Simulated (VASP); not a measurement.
# Sr3Pt (Pm-3m) in VASP: notebook

Sr3Pt is run at these levels: PBE; tasks: single point, relaxation of cell and atoms.

All numbers are computed with VASP 6.6.1; they aren't measurements. Logs are shortened: lines on timing, memory, paths and dates and some standing lists are left out, and cuts for length are marked.

## (1) The cell of the first run

Symmetry: Pm-3m, No. 221, cubic system. The conventional cell has a = 5.638 Å, b = 5.638 Å, c = 5.638 Å, α = 90.00°, β = 90.00°, γ = 90.00°. Sr (site symmetry 4/mmm) has 8 Sr at 3.99 Å and 4 Pt at 3.99 Å within 5.2 Å. Within 5.2 Å of Pt (site symmetry m-3m) lie 12 Sr at 3.99 Å.

## (2) Single point, PBE

Contents of INCAR:

```
SYSTEM = Sr3Pt
  PREC = Accurate
  ENCUT = 520
  EDIFF = 1E-7
  ISMEAR = 0
  SIGMA = 0.1
  LREAL = .False.
  LASPH = .True.
  NELM = 100
  ALGO = Normal
  ISIF = 2
  LWAVE = .False.
  LCHARG = .False.
  GGA = PE
  NBANDS = 28
```

Contents of KPOINTS:

```
Automatic mesh
0
Gamma
  4 4 4
  0 0 0
```

Contents of POSCAR:

```
Sr3Pt
1.0
    5.6375825500      0.0000000000      0.0000000000
    0.0000000000      5.6375825500      0.0000000000
    0.0000000000      0.0000000000      5.6375825500
Sr Pt
3 1
Direct
    0.5000000000      0.0000000000      0.0000000000
    0.0000000000      0.5000000000      0.0000000000
    0.0000000000      0.0000000000      0.5000000000
    0.5000000000      0.5000000000      0.5000000000
```

Potentials or basis: VASP PAW PBE potentials, release 64 (Sr_sv, Pt).

On the command line:

```console
cat potpaw_PBE.64/Sr_sv/POTCAR potpaw_PBE.64/Pt/POTCAR > POTCAR
mpirun -np 1 vasp_std > vasp.out
```

OUTCAR:

```text
SYSTEM = Sr3Pt
   PREC = Accurate
   ENCUT = 520
   EDIFF = 1E-7
   ISMEAR = 0
   LREAL = .False.
   LASPH = .True.
   NELM = 100
   ISIF = 2
   GGA = PE

 ion  position               nearest neighbor table
   1  0.500  0.000  0.000-   2 3.99   3 3.99   4 3.99   3 3.99   4 3.99   2 3.99   4 3.99   4 3.99
                             2 3.99   3 3.99   3 3.99   2 3.99
   2  0.000  0.500  0.000-   1 3.99   3 3.99   4 3.99   3 3.99   4 3.99   1 3.99   3 3.99   3 3.99
                             1 3.99   4 3.99   4 3.99   1 3.99
   3  0.000  0.000  0.500-   1 3.99   2 3.99   4 3.99   1 3.99   2 3.99   2 3.99   4 3.99   2 3.99
                             1 3.99   4 3.99   1 3.99   4 3.99
   4  0.500  0.500  0.500-   1 3.99   2 3.99   3 3.99   1 3.99   2 3.99   1 3.99   3 3.99   1 3.99
                             2 3.99   3 3.99   2 3.99   3 3.99

  LATTYP: Found a simple cubic cell.
 ALAT       =     5.6375825500

  Lattice vectors:

 A1 = (   5.6375825500,   0.0000000000,   0.0000000000)
 A2 = (   0.0000000000,   5.6375825500,   0.0000000000)
 A3 = (   0.0000000000,   0.0000000000,   5.6375825500)

Analysis of symmetry for initial positions (statically):
=====================================================================
 Subroutine PRICEL returns:
 Original cell was already a primitive cell.

 Routine SETGRP: Setting up the symmetry group for a
 simple cubic supercell.

 Subroutine GETGRP returns: Found 48 space group operations
 (whereof 48 operations were pure point group operations)
 out of a pool of 48 trial point group operations.

The static configuration has the point symmetry O_h .

Analysis of symmetry for dynamics (positions and initial velocities):
=====================================================================
 Subroutine PRICEL returns:
 Original cell was already a primitive cell.

 Routine SETGRP: Setting up the symmetry group for a
 simple cubic supercell.

 Subroutine GETGRP returns: Found 48 space group operations
 (whereof 48 operations were pure point group operations)
 out of a pool of 48 trial point group operations.

The dynamic configuration has the point symmetry O_h .

 Subroutine INISYM returns: Found 48 space group operations
 (whereof 48 operations are pure point group operations),
 and found     1 'primitive' translations

----------------------------------------------------------------------------------------

                                     Primitive cell

  volume of cell :     179.1755

  direct lattice vectors                    reciprocal lattice vectors
     5.637582550  0.000000000  0.000000000     0.177380995  0.000000000  0.000000000
     0.000000000  5.637582550  0.000000000     0.000000000  0.177380995  0.000000000
     0.000000000  0.000000000  5.637582550     0.000000000  0.000000000  0.177380995

  length of vectors
     5.637582550  5.637582550  5.637582550     0.177380995  0.177380995  0.177380995

  position of ions in fractional coordinates (direct lattice)
     0.500000000  0.000000000  0.000000000
     0.000000000  0.500000000  0.000000000
     0.000000000  0.000000000  0.500000000
     0.500000000  0.500000000  0.500000000

  ion indices of the primitive-cell ions
   primitive index   ion index
                 1           1
                 2           2
                 3           3
                 4           4

----------------------------------------------------------------------------------------

 KPOINTS: Automatic mesh

Automatic generation of k-mesh.
 Grid dimensions read from file:
 generate k-points for:    4    4    4

 Generating k-lattice:

  Cartesian coordinates                     Fractional coordinates (reciprocal lattice)
     0.044345249  0.000000000  0.000000000     0.250000000  0.000000000  0.000000000
     0.000000000  0.044345249  0.000000000     0.000000000  0.250000000  0.000000000
     0.000000000  0.000000000  0.044345249     0.000000000  0.000000000  0.250000000

  Length of vectors
     0.044345249  0.044345249  0.044345249

[... 47 lines left out ...]
  ext. energy  EPLUGINS =         0.00000000
  ---------------------------------------------------
  free energy    TOTEN  =       -10.80440682 eV

  energy without entropy =      -10.78052093  energy(sigma->0) =      -10.79246388

 E-fermi :   2.0356     XC(G=0):  -7.9284

 val. band max:        2.0272886144   @ k =   0.5000   0.2500   0.0000
 cond. band min:       2.0639042999   @ k =   0.5000   0.5000   0.5000
 fundamental gap:      0.0366156855
 Fermi energy:         2.0355503135

 k-point     1 :       0.0000    0.0000    0.0000
  band No.  band energies     occupation
      1     -34.5671      2.00000
      2     -34.5328      2.00000
      3     -34.5328      2.00000
      4     -16.6650      2.00000
      5     -16.6650      2.00000
      6     -16.6650      2.00000
[... 20 lines left out ...]
     27       3.6661      0.00000
     28       5.7293      0.00000

 k-point     2 :       0.2500    0.0000    0.0000
  band No.  band energies     occupation
      1     -34.5627      2.00000
      2     -34.5372      2.00000
      3     -34.5328      2.00000
      4     -16.6458      2.00000
      5     -16.6458      2.00000
      6     -16.6322      2.00000
[... 20 lines left out ...]
     27       4.1618      0.00000
     28       4.9628      0.00000

 k-point     3 :       0.5000    0.0000    0.0000
  band No.  band energies     occupation
      1     -34.5557      2.00000
      2     -34.5442      2.00000
      3     -34.5328      2.00000
      4     -16.6210      2.00000
      5     -16.6210      2.00000
      6     -16.5579      2.00000
[... 20 lines left out ...]
     27       4.0447      0.00000
     28       4.5772      0.00000

 k-point     4 :       0.2500    0.2500    0.0000
  band No.  band energies     occupation
      1     -34.5589      2.00000
      2     -34.5385      2.00000
      3     -34.5353      2.00000
      4     -16.6616      2.00000
      5     -16.6252      2.00000
      6     -16.5818      2.00000
[... 144 lines left out ...]
     27       4.1817      0.00000
     28       5.1547      0.00000

 k-point     9 :       0.5000    0.5000    0.2500
  band No.  band energies     occupation
      1     -34.5441      2.00000
      2     -34.5441      2.00000
      3     -34.5441      2.00000
      4     -16.7343      2.00000
      5     -16.6198      2.00000
      6     -16.5878      2.00000
[... 20 lines left out ...]
     27       4.3671      0.00000
     28       4.7899      0.00000

 k-point    10 :       0.5000    0.5000    0.5000
  band No.  band energies     occupation
      1     -34.5441      2.00000
      2     -34.5441      2.00000
      3     -34.5441      2.00000
      4     -16.7756      2.00000
      5     -16.6192      2.00000
      6     -16.6192      2.00000
[... 20 lines left out ...]
     27       4.5108      0.00000
     28       4.5108      0.00000

------------------------ aborting loop because EDIFF is reached ----------------------------------------

  FORCE on cell =-STRESS in cart. coord.  units (eV):
  Direction    XX          YY          ZZ          XY          YZ          ZX
  --------------------------------------------------------------------------------------
  -------------------------------------------------------------------------------------
  Total       -4.2303082     -4.2303082     -4.2303082     -0.0000000     -0.0000000      0.0000000
  in kB      -37.8271699    -37.8271699    -37.8271699     -0.0000000     -0.0000000      0.0000000
  external PRESSURE =     -37.8271699 kB  Pullay stress =       0.0000000 kB

 VOLUME and BASIS-vectors are now :
 -----------------------------------------------------------------------------
  energy-cutoff  :      520.00
  volume of cell :      179.18
      direct lattice vectors                 reciprocal lattice vectors
     5.637582550  0.000000000  0.000000000     0.177380995  0.000000000  0.000000000
     0.000000000  5.637582550  0.000000000     0.000000000  0.177380995  0.000000000
     0.000000000  0.000000000  5.637582550     0.000000000  0.000000000  0.177380995

 POSITION                                       TOTAL-FORCE (eV/Angst)
 -----------------------------------------------------------------------------------
      2.81879      0.00000      0.00000         0.000000      0.000000      0.000000
      0.00000      2.81879      0.00000         0.000000      0.000000      0.000000
      0.00000      0.00000      2.81879         0.000000      0.000000      0.000000
      2.81879      2.81879      2.81879         0.000000      0.000000      0.000000
 -----------------------------------------------------------------------------------
    total drift:                                0.000000      0.000000     -0.000000

  FREE ENERGIE OF THE ION-ELECTRON SYSTEM (eV)
  ---------------------------------------------------
  free  energy   TOTEN  =       -10.8044068203 eV

  energy  without entropy=      -10.7805209332  energy(sigma->0) =      -10.79246388
```

Wall time 34 s (1 thread of AMD EPYC 9R45 (Zen 5), shared host); peak memory 0.23 GiB.

What came out:

```yaml
Free_energy: -10.8044 eV
Pressure: -3.8 GPa
Band_gap_on_the_k_mesh: zero (bands 20 and 21 overlap by 1.69 eV)
```

Caveat: the cell stands under tension; spin-orbit coupling is left out, which moves the levels of the heavy elements.

## (3) Single point, PBE

This run uses another cell than the first one, of 34.00 Å³/atom.

Contents of INCAR:

```
SYSTEM = Sr3Pt
PREC     = Accurate       ! precision mode
ENCUT    = 520            ! plane-wave cutoff, eV
EDIFF    = 1E-6           ! SCF threshold, eV
ISMEAR   = 0              ! smearing method
SIGMA    = 0.1            ! smearing width, eV
LREAL    = .False.        ! projectors in reciprocal space
LASPH    = .True.         ! aspherical terms in the spheres
NELM     = 80             ! most SCF steps
ALGO     = Fast           ! electronic algorithm
ISIF     = 2              ! what is computed and relaxed
LWAVE    = .False.        ! write WAVECAR
LCHARG   = .True.         ! write CHGCAR
GGA      = PE             ! functional
LELF     = .True.         ! ELF
LVHAR    = .True.       
NBANDS   = 28             ! bands
```

Contents of KPOINTS:

```
regular mesh
0
Gamma
  8 8 8
  0 0 0
```

Contents of POSCAR:

```
Sr3Pt
1.0
    5.1423828206      0.0000000000      0.0000000000
    0.0000000000      5.1423828206      0.0000000000
    0.0000000000      0.0000000000      5.1423828206
Sr Pt
3 1
Direct
    0.5000000000      0.0000000000      0.0000000000
    0.0000000000      0.5000000000      0.0000000000
    0.0000000000      0.0000000000      0.5000000000
    0.5000000000      0.5000000000      0.5000000000
```

Potentials or basis: VASP PAW PBE potentials, release 64 (Sr_sv, Pt).

On the command line:

```console
cat potpaw_PBE.64/Sr_sv/POTCAR potpaw_PBE.64/Pt/POTCAR > POTCAR
mpirun -np 1 vasp_std > vasp.out
```

It took 98 s on 1 thread of AMD EPYC 9R45 (Zen 5), shared host; peak memory 0.28 GiB.

The run converged. Its results:

- Free energy: -11.4706 eV
- Pressure: 0.1 GPa
- Band gap on the k mesh: zero (bands 20 and 21 overlap by 1.37 eV)

Levels at points of the mesh, in eV from the Fermi level:
```
           k point  band 17  band 18  band 19  band 20  band 21  band 22  band 23  band 24
(0.00, 0.00, 0.00)    -2.26    -2.26    -1.95     1.09     1.09     1.09     1.36     1.36
(0.50, 0.00, 0.00)    -2.04    -2.04    -1.85    -0.44     0.70     0.70     1.02     2.31
(0.50, 0.50, 0.00)    -2.04    -1.81    -1.09    -1.09    -0.28     0.58     1.23     1.40
(0.50, 0.50, 0.50)    -1.88    -1.88     0.14     0.14     0.14     0.81     0.81     0.81
```

Caveat: spin-orbit coupling is left out, which moves the levels of the heavy elements.

## (4) Single point, PBE

This run uses another cell than the first one, of 34.00 Å³/atom.

Contents of INCAR:

```
SYSTEM = Sr3Pt
PREC = Accurate
ENCUT = 520
EDIFF = 1E-6
ISMEAR = 0
SIGMA = 0.1
LREAL = .False.
LASPH = .True.
NELM = 80
ALGO = Fast
ISIF = 2
LWAVE = .False.
LCHARG = .False.
GGA = PE
NBANDS = 28
```

Contents of KPOINTS:

```
Automatic mesh
0
Gamma
  10 10 10
  0 0 0
```

POSCAR is that of step 3.

On the command line:

```console
cat potpaw_PBE.64/Sr_sv/POTCAR potpaw_PBE.64/Pt/POTCAR > POTCAR
mpirun -np 1 vasp_std > vasp.out
```

It took 2.4 min on 1 thread of AMD EPYC 9R45 (Zen 5), shared host; peak memory 0.34 GiB.

Results (log left out):

```
Free energy            : -11.4764 eV
Pressure               : 0.0 GPa
Band gap on the k mesh : zero (bands 20 and 21 overlap by 1.39 eV)
```

Levels at points of the mesh, in eV from the Fermi level:
```
           k point  band 18  band 19  band 20  band 21  band 22  band 23
(0.00, 0.00, 0.00)    -2.21    -1.94     1.12     1.12     1.12     1.40
(0.50, 0.00, 0.00)    -1.99    -1.80    -0.42     0.74     0.74     1.04
(0.50, 0.50, 0.00)    -1.76    -1.05    -1.05    -0.27     0.62     1.25
(0.50, 0.50, 0.50)    -1.83     0.16     0.16     0.16     0.85     0.85
```

Caveat: spin-orbit coupling is left out, which moves the levels of the heavy elements.

## (5) Relaxation of cell and atoms, PBE

Contents of INCAR:

```
PREC = Accurate
ENCUT = 600
EDIFF = 1E-6
ISMEAR = 0
SIGMA = 0.1
LREAL = F
LASPH = T
NELM = 80
ALGO = Fast
ISIF = 3
LWAVE = F
LCHARG = F
GGA = PE
IBRION = 2
NSW = 100
EDIFFG = -0.01
```

Contents of KPOINTS:

```
regular mesh
0
Gamma
  8 8 8
```

Contents of POSCAR:

```
Sr3Pt
1.0
    5.6375825500      0.0000000000      0.0000000000
    0.0000000000      5.6375825500      0.0000000000
    0.0000000000      0.0000000000      5.6375825500
Sr Pt
3 1
Direct
    0.5000000000      0.0000000000      0.0000000000
    0.0000000000      0.5000000000      0.0000000000
    0.0000000000      0.0000000000      0.5000000000
    0.5000000000      0.5000000000      0.5000000000
```

On the command line:

```console
cat potpaw_PBE.64/Sr_sv/POTCAR potpaw_PBE.64/Pt/POTCAR > POTCAR
mpirun -np 1 vasp_std > vasp.out
```

It took 12 min on 1 thread of AMD EPYC 9R45 (Zen 5), shared host; peak memory 0.43 GiB.

Results (log left out):

| Property | Result |
| --- | --- |
| Free energy | -11.4717 eV |
| Relaxed volume | 34.08 Å³/atom |
| Relaxed cell | a = 5.147 Å, b = 5.147 Å, c = 5.147 Å, α = 90.00°, β = 90.00°, γ = 90.00° |
| Space group after relaxing (to 0.1 Å) | Pm-3m (No. 221) |
| Energy gained by relaxing | 159.3 meV/atom |
| Ionic steps | 4 |
| Pressure after relaxing | 0.0 GPa |
| Band gap on the k mesh | zero (bands 20 and 21 overlap by 1.38 eV) |

The path:
| step | energy change (eV) | largest force (eV/Å) | pressure (GPa) | volume (Å³) |
| --- | --- | --- | --- | --- |
| 1 | 0.0000 | 0.0000 | -3.82 | 179.18 |
| 2 | -0.5159 | 0.0000 | -2.20 | 152.89 |
| 3 | -0.6345 | 0.0000 | -0.39 | 138.88 |
| 4 | -0.6374 | 0.0000 | 0.04 | 136.33 |

Final structure:
```
CELL_PARAMETERS angstrom
5.14669 0.00000 0.00000
0.00000 5.14669 0.00000
0.00000 0.00000 5.14669
ATOMIC_POSITIONS crystal
Sr 0.50000 0.00000 0.00000
Sr 0.00000 0.50000 0.00000
Sr 0.00000 0.00000 0.50000
Pt 0.50000 0.50000 0.50000
```

Levels at points of the mesh, in eV from the Fermi level:
```csv
k point,band 16,band 17,band 18,band 19,band 20,band 21,band 22,band 23,band 24
"(0.00, 0.00, 0.00)",-2.25,-2.25,-2.25,-1.94,1.09,1.09,1.09,1.36,1.36
"(0.50, 0.00, 0.00)",-2.15,-2.03,-2.03,-1.85,-0.44,0.71,0.71,1.02,2.32
"(0.50, 0.50, 0.00)",-2.04,-2.04,-1.80,-1.09,-1.09,-0.28,0.59,1.23,1.40
"(0.50, 0.50, 0.50)",-2.52,-1.87,-1.87,0.14,0.14,0.14,0.81,0.81,0.81
```

Caveat: the volume moved by over 15 % at a fixed basis, so the end points are rough; spin-orbit coupling is left out, which moves the levels of the heavy elements.

## (6) Relaxation of cell and atoms, PBE

This run uses another cell than the first one, of 34.00 Å³/atom.

Contents of INCAR:

```
SYSTEM = Sr3Pt
ALGO = Fast ; EDIFF = 1E-6
EDIFFG = -0.01 ; ENCUT = 600
GGA = PE ; IBRION = 2
ISIF = 3 ; ISMEAR = 0
LASPH = .TRUE. ; LCHARG = .FALSE.
LREAL = .FALSE. ; LWAVE = .FALSE.
NELM = 100 ; NSW = 100
PREC = Accurate ; SIGMA = 0.1
```

Contents of KPOINTS:

```
k-points
0
G
  10 10 10
  0 0 0
```

Contents of POSCAR:

```
Sr3Pt
1.0
    5.1423828206      0.0000000000      0.0000000000
    0.0000000000      5.1423828206      0.0000000000
    0.0000000000      0.0000000000      5.1423828206
Sr Pt
3 1
Direct
    0.5000000000      0.0000000000      0.0000000000
    0.0000000000      0.5000000000      0.0000000000
    0.0000000000      0.0000000000      0.5000000000
    0.5000000000      0.5000000000      0.5000000000
```

Potentials or basis: VASP PAW PBE potentials, release 64 (Sr_sv, Pt).

On the command line:

```console
cat potpaw_PBE.64/Sr_sv/POTCAR potpaw_PBE.64/Pt/POTCAR > POTCAR
mpirun -np 1 vasp_std > vasp.out
```

Wall time 4.1 min (1 thread of AMD EPYC 9R45 (Zen 5), shared host); peak memory 0.38 GiB.

It converged, with:

```yaml
Free_energy: -11.4760 eV
Relaxed_volume: 34.06 Å³/atom
Relaxed_cell: a = 5.145 Å, b = 5.145 Å, c = 5.145 Å, α = 90.00°, β = 90.00°, γ = 90.00°
Space_group_after_relaxing_to_0.1_Å: Pm-3m (No. 221)
Energy_gained_by_relaxing: 0.0 meV/atom
Ionic_steps: 2
Pressure_after_relaxing: 0.0 GPa
Band_gap_on_the_k_mesh: zero (bands 20 and 21 overlap by 1.39 eV)
```

Final structure:
```xyz
4
Lattice="5.1455 0.0000 0.0000 0.0000 5.1455 0.0000 0.0000 0.0000 5.1455" Properties=species:S:1:pos:R:3 pbc="T T T"
Sr    2.5727    0.0000    0.0000
Sr    0.0000    2.5727    0.0000
Sr    0.0000    0.0000    2.5727
Pt    2.5727    2.5727    2.5727
```

Levels at points of the mesh, in eV from the Fermi level:
```tsv
k point	band 16	band 17	band 18	band 19	band 20	band 21	band 22	band 23	band 24
(0.00, 0.00, 0.00)	-2.20	-2.20	-2.20	-1.93	1.12	1.12	1.12	1.40	1.40
(0.50, 0.00, 0.00)	-2.10	-1.99	-1.99	-1.80	-0.42	0.74	0.74	1.04	2.33
(0.50, 0.50, 0.00)	-1.99	-1.99	-1.76	-1.05	-1.05	-0.27	0.62	1.25	1.42
(0.50, 0.50, 0.50)	-2.47	-1.82	-1.82	0.16	0.16	0.16	0.85	0.85	0.85
```

Caveat: spin-orbit coupling is left out, which moves the levels of the heavy elements.

## (7) Overview

| task | cell | k mesh | cutoff (eV) | gap on the mesh (eV) | pressure (GPa) | relaxed volume (Å³/atom) |
| --- | --- | --- | --- | --- | --- | --- |
| single point | a = 5.638 Å, 4 atoms | 4 × 4 × 4 | 520 | none | -3.8 | - |
| single point | a = 5.142 Å, 4 atoms | 8 × 8 × 8 | 520 | none | 0.1 | - |
| single point | a = 5.142 Å, 4 atoms | 10 × 10 × 10 | 520 | none | 0.0 | - |
| relaxation of cell and atoms | relaxed from a = 5.638 Å, 4 atoms | 8 × 8 × 8 | 600 | none | 0.0 | 34.08 |
| relaxation of cell and atoms | relaxed from a = 5.142 Å, 4 atoms | 10 × 10 × 10 | 600 | none | 0.0 | 34.06 |

Alike in all rows: level PBE; potentials or basis VASP PAW PBE potentials, release 64 (Sr_sv, Pt); no spin polarisation; smearing gaussian 0.1 eV.

Caveats: spin-orbit coupling is left out, which moves the levels of the heavy elements; the cell stands under tension (at least some runs); the volume moved by over 15 % at a fixed basis, so the end points are rough (at least some runs).

Absolute energies hang on the potentials; compare differences alone.

The gap in the log of VASP goes by the Fermi energy; the results here count the filled bands.